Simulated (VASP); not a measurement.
# CuI (Marshite) (F-43m) in VASP: notebook, part 2 of 2

VASP 6.6.1. The steps go on from the part before.

**4. Elastic constants, LDA**

The input, INCAR:

```
PREC     = Accurate       # precision mode
ENCUT    = 600            # plane-wave cutoff, eV
EDIFF    = 1E-8           # SCF threshold, eV
ISMEAR   = 0              # smearing method
SIGMA    = 0.01           # smearing width, eV
LREAL    = False          # projectors in reciprocal space
LASPH    = True           # aspherical terms in the spheres
NELM     = 80             # most SCF steps
ALGO     = Normal         # electronic algorithm
ISIF     = 3              # what is computed and relaxed
LWAVE    = False          # write WAVECAR
LCHARG   = True           # write CHGCAR
GGA      = CA             # functional
IBRION   = 6              # ionic algorithm
NFREE    = 2            
POTIM    = 0.015          # step
NSW      = 1              # ionic steps
```

The input, KPOINTS:

```
regular mesh
0
Gamma
  6 6 6
```

The input, POSCAR:

```
CuI
1.0
    0.0000000000      3.0315000000      3.0315000000
    3.0315000000      0.0000000000      3.0315000000
    3.0315000000      3.0315000000      0.0000000000
I Cu
1 1
Direct
    0.0000000000      0.0000000000      0.0000000000
    0.7500000000      0.7500000000      0.7500000000
```

Potentials or basis: VASP PAW LDA potentials, release 64 (I, Cu).

On the command line:

```
$ cat potpaw_LDA.64/I/POTCAR potpaw_LDA.64/Cu/POTCAR > POTCAR
$ mpirun -np 1 vasp_std > vasp.out
```

OUTCAR:

```text
PREC = Accurate
   ENCUT = 600
   EDIFF = 1E-8
   ISMEAR = 0
   LREAL = False
   LASPH = True
   NELM = 80
   ISIF = 3
   GGA = CA
   IBRION = 6
   NFREE = 2
   POTIM = 0.015
   NSW = 1

 ion  position               nearest neighbor table
   1  0.000  0.000  0.000-   2 2.63   2 2.63   2 2.63   2 2.63
   2  0.750  0.750  0.750-   1 2.63   1 2.63   1 2.63   1 2.63

  LATTYP: Found a face centered cubic cell.
 ALAT       =     6.0630000000

  Lattice vectors:

 A1 = (   0.0000000000,   3.0315000000,   3.0315000000)
 A2 = (   3.0315000000,   0.0000000000,   3.0315000000)
 A3 = (   3.0315000000,   3.0315000000,   0.0000000000)

[... 799 lines left out ...]
  --------------------------------------------------------------------------------
  x    -0.00000    -0.00000    -0.00000     0.00000    -2.02463     0.00000
  y     0.00000    -0.00000     0.00000     0.00000     0.00000    -2.02463
  z    -0.00000    -0.00000    -0.00000    -2.02463     0.00000     0.00000

 INTERNAL STRAIN TENSOR FOR ION    2 for displacements in x,y,z  (eV/Angst):
          X           Y           Z          XY          YZ          ZX
  --------------------------------------------------------------------------------
  x     0.00000     0.00000     0.00000     0.00000     2.03235     0.00000
  y     0.00000     0.00000     0.00000     0.00000     0.00000     2.03235
  z     0.00000     0.00000     0.00000     2.03235     0.00000     0.00000

 Eigenvectors and eigenvalues of the dynamical matrix
 ----------------------------------------------------

   1 f  =    3.474529 THz    21.831108 2PiTHz  115.897806 cm-1    14.369490 meV
             X         Y         Z           dx          dy          dz
      0.000000  0.000000  0.000000     0.000000    0.575644    0.000000
      4.547250  4.547250  4.547250     0.000000   -0.817700    0.000000
[... 21 lines left out ...]
   6 f/i=    0.008468 THz     0.053207 2PiTHz    0.282466 cm-1     0.035021 meV
             X         Y         Z           dx          dy          dz
      0.000000  0.000000  0.000000     0.000000    0.000000    0.817700
      4.547250  4.547250  4.547250     0.000000    0.000000    0.575644

--------------------------------------------------------------------------------------------------------

 ELASTIC MODULI CONTR FROM IONIC RELAXATION (kBar)
 Direction    XX          YY          ZZ          XY          YZ          ZX
 --------------------------------------------------------------------------------
 XX          -0.0000     -0.0000     -0.0000     -0.0000     -0.0000      0.0000
 YY          -0.0000     -0.0000     -0.0000     -0.0000     -0.0000     -0.0000
 ZZ          -0.0000     -0.0000     -0.0000     -0.0000     -0.0000      0.0000
 XY          -0.0000     -0.0000     -0.0000    -56.6670      0.0000      0.0000
 YZ          -0.0000     -0.0000     -0.0000      0.0000    -56.6670     -0.0000
 ZX           0.0000     -0.0000      0.0000      0.0000     -0.0000    -56.6670
 --------------------------------------------------------------------------------

 TOTAL ELASTIC MODULI (kBar)
 Direction    XX          YY          ZZ          XY          YZ          ZX
 --------------------------------------------------------------------------------
 XX         523.7926    297.0141    297.0141     -0.0000     -0.0000      0.0000
 YY         297.0141    523.7926    297.0141     -0.0000     -0.0000     -0.0000
 ZZ         297.0141    297.0141    523.7926     -0.0000     -0.0000      0.0000
 XY          -0.0000     -0.0000     -0.0000    250.9015      0.0000      0.0000
 YZ          -0.0000     -0.0000     -0.0000      0.0000    250.9015     -0.0000
 ZX           0.0000     -0.0000      0.0000      0.0000     -0.0000    250.9015
 --------------------------------------------------------------------------------
```

stdout:

```text
POSCAR found type information on POSCAR I Cu
 POSCAR found :  2 types and       2 ions
 scaLAPACK will be used
 LDA part: xc-table for (Slater(with rela. corr.)+CA(PZ))
 , standard interpolation
 POSCAR, INCAR and KPOINTS ok, starting setup
 FFT: planning ... GRIDC
 FFT: planning ... GRID_SOFT
 FFT: planning ... GRID
 WAVECAR not read
 entering main loop
 Found     2 degrees of freedom:
 Adding 6 more for cell shape distortion
 Finite differences POTIM= 0.01500 DOF=   8
 bond charge predicted
 Finite differences progress:
 bond charge predicted
 Finite differences progress:
 bond charge predicted
 Finite differences progress:
 bond charge predicted
 Finite differences progress:
 bond charge predicted
 Finite differences progress:
 bond charge predicted
 Finite differences progress:
 bond charge predicted
 Finite differences progress:
 bond charge predicted
 Finite differences progress:
 bond charge predicted
 Finite differences progress:
 bond charge predicted
 Finite differences progress:
 bond charge predicted
 Finite differences progress:
 bond charge predicted
 Finite differences progress:
 bond charge predicted
 Finite differences progress:
 bond charge predicted
 Finite differences progress:
 bond charge predicted
 Finite differences progress:
 bond charge predicted
 Finite differences progress:
```

Run time: 10 min. Hardware: 1 thread of Intel Xeon Platinum 8259CL at 2.50GHz (Skylake/Cascade Lake), shared host; peak memory 0.24 GiB.

Results:

```
Elastic constants C11, C12, C44                         : 52, 30, 25 GPa
Voigt bulk modulus                                      : 37 GPa
Highest phonon frequency at Γ, LO-TO splitting left out : 116 cm⁻¹
```

Phonon frequencies in cm⁻¹ (negative: imaginary):
| q point | frequencies |
| --- | --- |
| (0.000, 0.000, 0.000) | 0 0 0 116 116 116 |

Elastic tensor in Voigt notation (GPa, in the Cartesian axes of the cell as first typed):
```
52 30 30  0  0  0
30 52 30  0  0  0
30 30 52  0  0  0
 0  0  0 25  0  0
 0  0  0  0 25  0
 0  0  0  0  0 25
```

Clamped-ion elastic tensor (GPa):
```
52 30 30  0  0  0
30 52 30  0  0  0
30 30 52  0  0  0
 0  0  0 31  0  0
 0  0  0  0 31  0
 0  0  0  0  0 31
```

Caveat: the cell is under stress, which shifts elastic constants; spin-orbit coupling is left out, which moves the levels of the heavy elements.
